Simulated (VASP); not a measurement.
# TiGePd3 (Pm-3m) in VASP: notebook

Runs on TiGePd3. Level: PBE. Tasks: single point, relaxation of cell and atoms.

Everything below comes from runs of VASP 6.6.1. Logs are shortened: lines on timing, memory, paths and dates and some standing lists are left out, and cuts for length are marked.

## Step 1: The cell of the first run

The structure is cubic, space group Pm-3m (No. 221). The conventional cell has a = 4.400 Å, b = 4.400 Å, c = 4.400 Å, α = 90.00°, β = 90.00°, γ = 90.00°. Within 2.9 Å of Ti (site symmetry m-3m) lie 6 Pd at 2.20 Å. Ge (site symmetry m-3m) has 12 Pd at 3.11 Å and 8 Ti at 3.81 Å within 4.1 Å. Pd (site symmetry 4/mmm) has 2 Ti at 2.20 Å within 2.9 Å.

The cell was built from a structure type or drawn by symmetry, and may not be a known phase.

## Step 2: Single point, PBE

The input, INCAR:

```
PREC = Accurate
ENCUT = 520
EDIFF = 1E-7
ISMEAR = 0
SIGMA = 0.1
LREAL = False
LASPH = True
NELM = 60
ALGO = Normal
ISIF = 2
LWAVE = False
LCHARG = False
GGA = PE
NBANDS = 36
```

The input, KPOINTS:

```
regular mesh
0
Gamma
  4 4 4
```

The input, POSCAR:

```
TiGePd3
1.0
    4.4002021400      0.0000000000      0.0000000000
    0.0000000000      4.4002021400      0.0000000000
    0.0000000000      0.0000000000      4.4002021400
Ti Ge Pd
1 1 3
Direct
    0.0000000000      0.0000000000      0.0000000000
    0.5000000000      0.5000000000      0.5000000000
    0.5000000000      0.0000000000      0.0000000000
    0.0000000000      0.5000000000      0.0000000000
    0.0000000000      0.0000000000      0.5000000000
```

Potentials or basis: VASP PAW PBE potentials, release 64 (Ti_sv, Ge_d, Pd).

The run is started by

```
cat potpaw_PBE.64/Ti_sv/POTCAR potpaw_PBE.64/Ge_d/POTCAR potpaw_PBE.64/Pd/POTCAR > POTCAR
mpirun -np 1 vasp_std > vasp.out
```

OUTCAR:

```text
PREC = Accurate
   ENCUT = 520
   EDIFF = 1E-7
   ISMEAR = 0
   LREAL = False
   LASPH = True
   NELM = 60
   ISIF = 2
   GGA = PE

 ion  position               nearest neighbor table
   1  0.000  0.000  0.000-   3 2.20   4 2.20   5 2.20   5 2.20   4 2.20   3 2.20
   2  0.500  0.500  0.500-   3 3.11   4 3.11   5 3.11   3 3.11   4 3.11   3 3.11   5 3.11   3 3.11
                             4 3.11   5 3.11   4 3.11   5 3.11
   3  0.500  0.000  0.000-   1 2.20   1 2.20   4 3.11   5 3.11   2 3.11   5 3.11   2 3.11   4 3.11
                             2 3.11   2 3.11   4 3.11   5 3.11   5 3.11   4 3.11
   4  0.000  0.500  0.000-   1 2.20   1 2.20   3 3.11   5 3.11   2 3.11   5 3.11   2 3.11   3 3.11
                             5 3.11   5 3.11   2 3.11   3 3.11   2 3.11   3 3.11
   5  0.000  0.000  0.500-   1 2.20   1 2.20   3 3.11   4 3.11   2 3.11   3 3.11   4 3.11   2 3.11
                             4 3.11   4 3.11   2 3.11   3 3.11   3 3.11   2 3.11

  LATTYP: Found a simple cubic cell.
 ALAT       =     4.4002021400

  Lattice vectors:

 A1 = (   4.4002021400,   0.0000000000,   0.0000000000)
 A2 = (   0.0000000000,   4.4002021400,   0.0000000000)
 A3 = (   0.0000000000,   0.0000000000,   4.4002021400)

Analysis of symmetry for initial positions (statically):
=====================================================================
 Subroutine PRICEL returns:
 Original cell was already a primitive cell.

 Routine SETGRP: Setting up the symmetry group for a
 simple cubic supercell.

 Subroutine GETGRP returns: Found 48 space group operations
 (whereof 48 operations were pure point group operations)
 out of a pool of 48 trial point group operations.

The static configuration has the point symmetry O_h .

Analysis of symmetry for dynamics (positions and initial velocities):
=====================================================================
 Subroutine PRICEL returns:
 Original cell was already a primitive cell.

 Routine SETGRP: Setting up the symmetry group for a
 simple cubic supercell.

 Subroutine GETGRP returns: Found 48 space group operations
 (whereof 48 operations were pure point group operations)
 out of a pool of 48 trial point group operations.

The dynamic configuration has the point symmetry O_h .

 Subroutine INISYM returns: Found 48 space group operations
 (whereof 48 operations are pure point group operations),
 and found     1 'primitive' translations

----------------------------------------------------------------------------------------

                                     Primitive cell

  volume of cell :      85.1957

  direct lattice vectors                    reciprocal lattice vectors
[... 83 lines left out ...]
   NFREE  =      0    steps in history (QN), initial steepest desc. (CG)
   ISIF   =      2    stress and relaxation
   ISYM   =      2    0-nonsym 1-usesym 2-fastsym
   POTIM  = 0.5000    time-step for ionic-motion
   TEBEG  =    0.0;   TEEND  =   0.0 temperature during run
   PSTRESS=    0.0 pullay stress
   NELECT =      56.0000    total number of electrons
   NUPDOWN=      -1.0000    fix difference up-down
   EMIN   =  10.00;   EMAX   =-10.00  energy-range for DOS
   EFERMI =   0.00;   METHOD = LEGACY
   ISMEAR =     0;   SIGMA  =   0.10  broadening in eV -4-tet -1-fermi 0-gaus
   EFERMI_NEDOS =   21; number of points for ismear=-14 and -15
   IALGO  =     38    algorithm
   IMIX   =      4    mixing-type and parameters
     AMIX     =   0.40;   BMIX     =  1.00
     AMIX_MAG =   1.60;   BMIX_MAG =  1.00
  volume/ion in A,a.u.               =      17.04       114.99
  Fermi-wavevector in a.u.,A,eV,Ry     =   1.423415  2.689864 27.566905  2.026110
  Thomas-Fermi vector in A             =   2.544015
   LORBIT       =      0    0 simple, 1 ext, 2 COOP (PROOUT), +10 PAW based schemes
   GGA     = PE    functional components
   LHFCALC =     F    Hartree Fock is set to
   AEXX    =    0.0000 exact exchange contribution
   IVDW    =     0    specifies the selected vdW correction
   LEPSILON=     F    determine dielectric tensor
   LRPA    =     F    only Hartree local field effects (RPA)
 non-spin polarized calculation
 Gauss-broadening in eV      SIGMA  =   0.10
  energy-cutoff  :      520.00
  volume of cell :       85.20
 maximum number of plane-waves:      2320
 NGX is ok and might be reduce to    36
   NGX = 17   NGY = 17   NGZ = 17

 number of electron      56.0000027 magnetization

 Free energy of the ion-electron system (eV)
  ---------------------------------------------------
  ext. energy  EPLUGINS =         0.00000000
  ---------------------------------------------------
  free energy    TOTEN  =       -24.30175754 eV

  energy without entropy =      -24.26222241  energy(sigma->0) =      -24.28198997

 E-fermi :   8.7155     XC(G=0): -11.8808

 val. band max:        8.6905618095   @ k =   0.2500   0.0000   0.0000
 cond. band min:       8.7659835139   @ k =   0.5000   0.5000   0.0000
 fundamental gap:      0.0754217044
 Fermi energy:         8.7155349513

 k-point     1 :       0.0000    0.0000    0.0000
  band No.  band energies     occupation
      1     -48.9524      2.00000
      2     -25.2685      2.00000
      3     -25.2685      2.00000
      4     -25.2685      2.00000
      5     -16.1145      2.00000
      6     -16.1145      2.00000
[... 379 lines left out ...]
     35      10.2084      0.00000
     36      10.2084      0.00000

------------------------ aborting loop because EDIFF is reached ----------------------------------------

  FORCE on cell =-STRESS in cart. coord.  units (eV):
  Direction    XX          YY          ZZ          XY          YZ          ZX
  --------------------------------------------------------------------------------------
  -------------------------------------------------------------------------------------
  Total       12.7450220     12.7450220     12.7450220     -0.0000000      0.0000000      0.0000000
  in kB      239.6808243    239.6808243    239.6808243     -0.0000000      0.0000000      0.0000000
  external PRESSURE =     239.6808243 kB  Pullay stress =       0.0000000 kB

 VOLUME and BASIS-vectors are now :
 -----------------------------------------------------------------------------
  energy-cutoff  :      520.00
  volume of cell :       85.20
      direct lattice vectors                 reciprocal lattice vectors
     4.400202140  0.000000000  0.000000000     0.227262287  0.000000000  0.000000000
     0.000000000  4.400202140  0.000000000     0.000000000  0.227262287  0.000000000
     0.000000000  0.000000000  4.400202140     0.000000000  0.000000000  0.227262287

 POSITION                                       TOTAL-FORCE (eV/Angst)
 -----------------------------------------------------------------------------------
      0.00000      0.00000      0.00000         0.000000      0.000000      0.000000
      2.20010      2.20010      2.20010         0.000000      0.000000      0.000000
      2.20010      0.00000      0.00000         0.000000      0.000000      0.000000
      0.00000      2.20010      0.00000         0.000000      0.000000      0.000000
      0.00000      0.00000      2.20010         0.000000      0.000000      0.000000
 -----------------------------------------------------------------------------------
    total drift:                                0.000000      0.000000      0.000000

  FREE ENERGIE OF THE ION-ELECTRON SYSTEM (eV)
  ---------------------------------------------------
  free  energy   TOTEN  =       -24.3017575369 eV

  energy  without entropy=      -24.2622224062  energy(sigma->0) =      -24.28198997
```

OSZICAR:

```text
N       E                     dE             d eps       ncg     rms          rms(c)
DAV:   1     0.579373993285E+03    0.57937E+03   -0.27404E+04   888   0.290E+03
DAV:   2     0.490256051207E+02   -0.53035E+03   -0.50778E+03   728   0.726E+02
DAV:   3    -0.198526624789E+02   -0.68878E+02   -0.66125E+02   784   0.165E+02
DAV:   4    -0.249230293323E+02   -0.50704E+01   -0.50017E+01   996   0.467E+01
DAV:   5    -0.250650783442E+02   -0.14205E+00   -0.14199E+00   832   0.713E+00    0.189E+01
DAV:   6    -0.251474971340E+02   -0.82419E-01   -0.76884E+00   892   0.174E+01    0.119E+01
DAV:   7    -0.244717699962E+02    0.67573E+00   -0.64656E+00   864   0.160E+01    0.856E+00
DAV:   8    -0.243154822929E+02    0.15629E+00   -0.90564E-01   836   0.745E+00    0.257E+00
DAV:   9    -0.243004199270E+02    0.15062E-01   -0.20926E-01   896   0.270E+00    0.468E-01
DAV:  10    -0.242998260392E+02    0.59389E-03   -0.10231E-02   960   0.618E-01    0.569E-01
DAV:  11    -0.243049864661E+02   -0.51604E-02   -0.19737E-02   820   0.112E+00    0.545E-01
DAV:  12    -0.243015816230E+02    0.34048E-02   -0.81764E-03   912   0.668E-01    0.119E-01
DAV:  13    -0.243017432536E+02   -0.16163E-03   -0.83805E-04   848   0.179E-01    0.552E-02
DAV:  14    -0.243017630990E+02   -0.19845E-04   -0.34203E-04  1076   0.104E-01    0.284E-02
DAV:  15    -0.243017581641E+02    0.49349E-05   -0.23419E-05   792   0.310E-02    0.932E-03
DAV:  16    -0.243017578320E+02    0.33211E-06   -0.77800E-06   860   0.237E-02    0.789E-03
DAV:  17    -0.243017575676E+02    0.26441E-06   -0.48856E-07   768   0.534E-03    0.494E-03
DAV:  18    -0.243017575369E+02    0.30648E-07   -0.26581E-07   620   0.333E-03
   1 F= -.24301758E+02 E0= -.24281990E+02  d E =-.395351E-01
```

stdout:

```text
POSCAR found type information on POSCAR TiGePd
 POSCAR found :  3 types and       5 ions
 scaLAPACK will be used
 LDA part: xc-table for (Slater+PW92), standard interpolation
 POSCAR, INCAR and KPOINTS ok, starting setup
 FFT: planning ... GRIDC
 FFT: planning ... GRID_SOFT
 FFT: planning ... GRID
 WAVECAR not read
 entering main loop
```

It took 82 s on 1 thread of Intel Xeon Platinum 8175M at 2.50GHz (Skylake/Cascade Lake), shared host; peak memory 0.22 GiB.

Results:

| Property | Result |
| --- | --- |
| Free energy | -24.3018 eV |
| Pressure | 24.0 GPa |
| Band gap on the k mesh | zero (bands 28 and 29 overlap by 2.06 eV) |

Caveat: the cell stands under pressure.

[end of part 1 of 2]
